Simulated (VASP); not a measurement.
Here is a VASP 6.6.1 calculation.

INCAR

```
ALGO = Normal ; EDIFF = 1E-6
ENCUT = 520 ; GGA = PS
ISIF = 2 ; ISMEAR = 0
LASPH = True ; LCHARG = False
LREAL = False ; LWAVE = False
NBANDS = 16 ; NELM = 80
PREC = Accurate ; SIGMA = 0.01
```

Contents of KPOINTS:

```
k-points
0
Gamma
  8 8 8
```

POSCAR

```
ZnSe
1.0
    2.8306754850      2.8306754850      0.0000000000
   -2.8306754850      2.8306754850      0.0000000000
    0.0000000000      2.8306754850      2.8000429139
Zn Se
1 1
Direct
    0.0000000000      0.0000000000      0.0000000000
    0.7500000000      0.2500000000      0.5000000000
```

Potentials or basis: VASP PAW PBE potentials, release 64 (Zn, Se).

Command:

```sh
$ cat potpaw_PBE.64/Zn/POTCAR potpaw_PBE.64/Se/POTCAR > POTCAR
$ mpirun -np 1 vasp_std > vasp.out
```

Question: Predict the pressure.

Answer: 0.0 GPa.

Question: Predict the band gap on the k mesh.

Answer: 1.20 eV.

Stress tensor (GPa, compression positive):
```
-0.12  0.00  0.00
 0.00 -0.12  0.00
 0.00  0.00  0.26
```

Caveat: the cell differs from its parent crystal (in-plane strain +0.005, then relaxed in part); the PAW data sets were made with another functional, which shifts forces and pressure a little.
